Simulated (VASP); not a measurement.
# Tc (P6_3/mmc) in VASP: further runs, part 2 of 3

VASP 6.6.1.

### 4 Single point, PBE

This run uses another cell than the first one, of 14.82 Å³/atom.

INCAR reads:

```
SYSTEM = Tc
PREC = Accurate ; ENCUT = 520
EDIFF = 1E-6 ; ISMEAR = -1
SIGMA = 0.05 ; LREAL = .FALSE.
LASPH = .TRUE. ; NELM = 100
ALGO = Normal ; ISIF = 2
LWAVE = .FALSE. ; LCHARG = .FALSE.
GGA = PE ; NBANDS = 34
```

KPOINTS reads:

```
Automatic mesh
0
G
  9 9 3
  0 0 0
```

POSCAR reads:

```
Tc
1.0
    2.7393552909      0.0000000000      0.0000000000
   -1.3696776454      2.3723512719      0.0000000000
    0.0000000000      0.0000000000      9.1204718176
Tc
4
Direct
    0.6666666667      0.3333333333      0.7500000000
    0.0000000000      0.0000000000      0.5000000000
    0.3333333333      0.6666666667      0.2500000000
    0.0000000000      0.0000000000      0.0000000000
```

Potentials or basis: VASP PAW PBE potentials, release 64 (Tc_pv).

Started as:

```sh
> cat potpaw_PBE.64/Tc_pv/POTCAR > POTCAR
> mpirun -np 1 vasp_std > vasp.out
```

OUTCAR:

```text
SYSTEM = Tc
   PREC = Accurate
   ENCUT = 520
   EDIFF = 1E-6
   ISMEAR = -1
   LREAL = .FALSE.
   LASPH = .TRUE.
   NELM = 100
   ISIF = 2
   GGA = PE

 ion  position               nearest neighbor table
   1  0.667  0.333  0.750-   2 2.77   4 2.77   2 2.77   4 2.77   2 2.77   4 2.77
   2  0.000  0.000  0.500-   1 2.77   3 2.77   3 2.77   1 2.77   1 2.77   3 2.77
   3  0.333  0.667  0.250-   2 2.77   4 2.77   2 2.77   4 2.77   2 2.77   4 2.77
   4  0.000  0.000  0.000-   1 2.77   3 2.77   3 2.77   1 2.77   1 2.77   3 2.77

  LATTYP: Found a hexagonal cell.
 ALAT       =     2.7393552909
 C/A-ratio  =     3.3294227470

  Lattice vectors:

 A1 = (   2.7393552909,   0.0000000000,   0.0000000000)
 A2 = (  -1.3696776454,   2.3723512719,   0.0000000000)
 A3 = (   0.0000000000,   0.0000000000,   9.1204718176)

Analysis of symmetry for initial positions (statically):
=====================================================================
 Subroutine PRICEL returns:
 Original cell was already a primitive cell.

 Routine SETGRP: Setting up the symmetry group for a
 hexagonal supercell.

 Subroutine GETGRP returns: Found 24 space group operations
 (whereof 12 operations were pure point group operations)
 out of a pool of 24 trial point group operations.

The static configuration has the point symmetry D_3d.
 The point group associated with its full space group is D_6h.

Analysis of symmetry for dynamics (positions and initial velocities):
=====================================================================
 Subroutine PRICEL returns:
 Original cell was already a primitive cell.

 Routine SETGRP: Setting up the symmetry group for a
 hexagonal supercell.

 Subroutine GETGRP returns: Found 24 space group operations
 (whereof 12 operations were pure point group operations)
 out of a pool of 24 trial point group operations.

The dynamic configuration has the point symmetry D_3d.
 The point group associated with its full space group is D_6h.

 Subroutine INISYM returns: Found 24 space group operations
 (whereof 12 operations are pure point group operations),
 and found     1 'primitive' translations

----------------------------------------------------------------------------------------

                                     Primitive cell

  volume of cell :      59.2713

  direct lattice vectors                    reciprocal lattice vectors
     2.739355291  0.000000000  0.000000000     0.365049398  0.210761368  0.000000000
    -1.369677645  2.372351272  0.000000000     0.000000000  0.421522736  0.000000000
     0.000000000  0.000000000  9.120471818     0.000000000  0.000000000  0.109643450

  length of vectors
     2.739355291  2.739355291  9.120471818     0.421522736  0.421522736  0.109643450

  position of ions in fractional coordinates (direct lattice)
     0.666666667  0.333333333  0.750000000
     0.000000000  0.000000000  0.500000000
     0.333333333  0.666666667  0.250000000
     0.000000000  0.000000000  0.000000000

  ion indices of the primitive-cell ions
   primitive index   ion index
                 1           1
                 2           2
                 3           3
                 4           4

----------------------------------------------------------------------------------------

 KPOINTS: Automatic mesh

Automatic generation of k-mesh.
 Grid dimensions read from file:
 generate k-points for:    9    9    3

 Generating k-lattice:

  Cartesian coordinates                     Fractional coordinates (reciprocal lattice)
     0.040561044  0.023417930  0.000000000     0.111111111  0.000000000  0.000000000
     0.000000000  0.046835860  0.000000000     0.000000000  0.111111111  0.000000000
     0.000000000  0.000000000  0.036547817     0.000000000  0.000000000  0.333333333

  Length of vectors
     0.046835860  0.046835860  0.036547817

  Shift w.r.t. Gamma in fractional coordinates (k-lattice)
     0.000000000  0.000000000  0.000000000

 Subroutine IBZKPT returns following result:
 ===========================================

 Found     24 irreducible k-points:

 Following reciprocal coordinates:
            Coordinates               Weight
  0.000000  0.000000  0.000000      1.000000
  0.111111  0.000000  0.000000      6.000000
  0.222222  0.000000  0.000000      6.000000
  0.333333  0.000000  0.000000      6.000000
  0.444444  0.000000  0.000000      6.000000
  0.111111  0.111111  0.000000      6.000000
[... 16 lines left out ...]
  0.333333  0.222222  0.333333     24.000000
  0.333333  0.333333  0.333333      4.000000
   k-points           NKPTS =     24   k-points in BZ     NKDIM =     24   number of bands    NBANDS=     34
   number of dos      NEDOS =    301   number of ions     NIONS =      4
   total plane-waves  NPLWV =  28000
   dimension x,y,z NGX =    20 NGY =   20 NGZ =   70
   dimension x,y,z NGXF=    40 NGYF=   40 NGZF=  140
   ions per type =               4
   NGX,Y,Z   is equivalent  to a cutoff of  12.14, 12.14, 12.76 a.u.
   NGXF,Y,Z  is equivalent  to a cutoff of  24.28, 24.28, 25.52 a.u.
 SYSTEM =  Tc
   PREC   = accura    normal or accurate (medium, high low for compatibility)
   ISTART =      0    job   : 0-new  1-cont  2-samecut
   ICHARG =      2    charge: 1-file 2-atom 10-const
   ISPIN  =      1    spin polarized calculation?
   LNONCOLLINEAR =      F non collinear calculations
   LSORBIT =      F    spin-orbit coupling
   LASPH  =      T    aspherical Exc in radial PAW
   ENCUT  =  520.0 eV  38.22 Ry    6.18 a.u.   5.09  5.09 16.96*2*pi/ulx,y,z
   NELM   =    100;   NELMIN=  2; NELMDL= -5     # of ELM steps
   EDIFF  = 0.1E-05   stopping-criterion for ELM
   LREAL  =      F    real-space projection
   EDIFFG = 0.1E-04   stopping-criterion for IOM
   NSW    =      0    number of steps for IOM
   IBRION =     -1    ionic relax: 0-MD 1-quasi-New 2-CG
   NFREE  =      0    steps in history (QN), initial steepest desc. (CG)
   ISIF   =      2    stress and relaxation
   ISYM   =      2    0-nonsym 1-usesym 2-fastsym
   POTIM  = 0.5000    time-step for ionic-motion
   TEBEG  =    0.0;   TEEND  =   0.0 temperature during run
   PSTRESS=    0.0 pullay stress
   NELECT =      52.0000    total number of electrons
   NUPDOWN=      -1.0000    fix difference up-down
   EMIN   =  10.00;   EMAX   =-10.00  energy-range for DOS
   EFERMI =   0.00;   METHOD = LEGACY
   ISMEAR =    -1;   SIGMA  =   0.05  broadening in eV -4-tet -1-fermi 0-gaus
   EFERMI_NEDOS =   21; number of points for ismear=-14 and -15
   IALGO  =     38    algorithm
   IMIX   =      4    mixing-type and parameters
     AMIX     =   0.40;   BMIX     =  1.00
     AMIX_MAG =   1.60;   BMIX_MAG =  1.00
  volume/ion in A,a.u.               =      14.82       100.00
  Fermi-wavevector in a.u.,A,eV,Ry     =   1.567212  2.961601 33.417993  2.456153
  Thomas-Fermi vector in A             =   2.669425
   LORBIT       =      0    0 simple, 1 ext, 2 COOP (PROOUT), +10 PAW based schemes
   GGA     = PE    functional components
   LHFCALC =     F    Hartree Fock is set to
   AEXX    =    0.0000 exact exchange contribution
   IVDW    =     0    specifies the selected vdW correction
   LEPSILON=     F    determine dielectric tensor
   LRPA    =     F    only Hartree local field effects (RPA)
 non-spin polarized calculation
  energy-cutoff  :      520.00
  volume of cell :       59.27
 maximum number of plane-waves:      1611
   NGX = 11   NGY = 11   NGZ = 33

 number of electron      51.9999993 magnetization

 Free energy of the ion-electron system (eV)
  ---------------------------------------------------
  ext. energy  EPLUGINS =         0.00000000
  ---------------------------------------------------
  free energy    TOTEN  =       -41.24842550 eV

  energy without entropy =      -41.20549987  energy(sigma->0) =      -41.22696269

 E-fermi :  12.1970     XC(G=0): -13.5951

 val. band max:       12.1901162987   @ k =   0.3333   0.1111   0.3333
 cond. band min:      12.2010242073   @ k =   0.1111   0.0000   0.0000
 fundamental gap:      0.0109079086
 Fermi energy:        12.1970479349

 k-point     1 :       0.0000    0.0000    0.0000
  band No.  band energies     occupation
      1     -27.2925      2.00000
      2     -26.8011      2.00000
      3     -26.7214      2.00000
      4     -26.2615      2.00000
      5     -26.2615      2.00000
      6     -26.1994      2.00000
[... 877 lines left out ...]
     33      20.2745      0.00000
     34      20.3074      0.00000

------------------------ aborting loop because EDIFF is reached ----------------------------------------

  FORCE on cell =-STRESS in cart. coord.  units (eV):
  Direction    XX          YY          ZZ          XY          YZ          ZX
  --------------------------------------------------------------------------------------
  -------------------------------------------------------------------------------------
  Total       -1.0348749     -1.0348749     -6.0404468     -0.0000000      0.0000000      0.0000000
  in kB      -27.9739484    -27.9739484   -163.2807484     -0.0000000      0.0000000      0.0000000
  external PRESSURE =     -73.0762151 kB  Pullay stress =       0.0000000 kB

 VOLUME and BASIS-vectors are now :
 -----------------------------------------------------------------------------
  energy-cutoff  :      520.00
  volume of cell :       59.27
      direct lattice vectors                 reciprocal lattice vectors
     2.739355291  0.000000000  0.000000000     0.365049398  0.210761368  0.000000000
    -1.369677645  2.372351272  0.000000000     0.000000000  0.421522736  0.000000000
     0.000000000  0.000000000  9.120471818     0.000000000  0.000000000  0.109643450

 POSITION                                       TOTAL-FORCE (eV/Angst)
 -----------------------------------------------------------------------------------
      1.36968      0.79078      6.84035         0.000000     -0.000000      0.000000
      0.00000      0.00000      4.56024        -0.000000      0.000000      0.000000
     -0.00000      1.58157      2.28012         0.000000      0.000000     -0.000000
      0.00000      0.00000      0.00000        -0.000000      0.000000      0.000000
 -----------------------------------------------------------------------------------
    total drift:                                0.000000     -0.000000      0.000000

  FREE ENERGIE OF THE ION-ELECTRON SYSTEM (eV)
  ---------------------------------------------------
  free  energy   TOTEN  =       -41.2484254971 eV

  energy  without entropy=      -41.2054998745  energy(sigma->0) =      -41.22696269
```

OSZICAR:

```text
N       E                     dE             d eps       ncg     rms          rms(c)
DAV:   1     0.711084694762E+03    0.71108E+03   -0.31473E+04  1744   0.159E+03
DAV:   2    -0.173164798695E+02   -0.72840E+03   -0.71054E+03  1766   0.485E+02
DAV:   3    -0.438591566342E+02   -0.26543E+02   -0.25693E+02  1972   0.102E+02
DAV:   4    -0.443121115034E+02   -0.45295E+00   -0.45025E+00  1826   0.131E+01
DAV:   5    -0.443175092998E+02   -0.53978E-02   -0.53932E-02  1816   0.140E+00    0.316E+01
DAV:   6    -0.415590339609E+02    0.27585E+01   -0.67408E+00  1736   0.183E+01    0.911E+00
DAV:   7    -0.412854467593E+02    0.27359E+00   -0.12991E+00  1898   0.741E+00    0.169E+00
DAV:   8    -0.412704603891E+02    0.14986E-01   -0.25905E-01  1914   0.396E+00    0.131E+00
DAV:   9    -0.412484647725E+02    0.21996E-01   -0.54626E-02  2020   0.178E+00    0.315E-01
DAV:  10    -0.412484778740E+02   -0.13102E-04   -0.30467E-03  1944   0.439E-01    0.606E-02
DAV:  11    -0.412484352297E+02    0.42644E-04   -0.14837E-04  1942   0.120E-01    0.163E-02
DAV:  12    -0.412484286981E+02    0.65316E-05   -0.10681E-05  1828   0.266E-02    0.594E-03
DAV:  13    -0.412484262074E+02    0.24907E-05   -0.86861E-07   880   0.939E-03    0.133E-03
DAV:  14    -0.412484254971E+02    0.71039E-06   -0.17539E-07   866   0.330E-03
   1 F= -.41248425E+02 E0= -.41226963E+02  d E =-.429256E-01
```

stdout:

```text
POSCAR found type information on POSCAR Tc
 POSCAR found :  1 types and       4 ions
 scaLAPACK will be used
 LDA part: xc-table for (Slater+PW92), standard interpolation
 POSCAR, INCAR and KPOINTS ok, starting setup
 FFT: planning ... GRIDC
 FFT: planning ... GRID_SOFT
 FFT: planning ... GRID
 WAVECAR not read
 entering main loop
```

It took 40 s on 1 thread of Intel Xeon Platinum 8488C (Sapphire Rapids), shared host; peak memory 0.18 GiB.

What came out:

```yaml
Free_energy: -41.2484 eV
Pressure: -7.3 GPa
Band_gap_on_the_k_mesh: zero (bands 26 and 27 overlap by 2.75 eV)
```

Levels at points of the mesh, in eV from the Fermi level:
```tsv
k point	band 22	band 23	band 24	band 25	band 26	band 27	band 28	band 29	band 30	band 31
(0.00, 0.00, 0.00)	-1.68	-1.68	-1.24	-1.24	-1.14	-1.14	0.36	0.36	1.04	1.04
```

Caveat: the cell stands under tension.

[end of part 2 of 3]
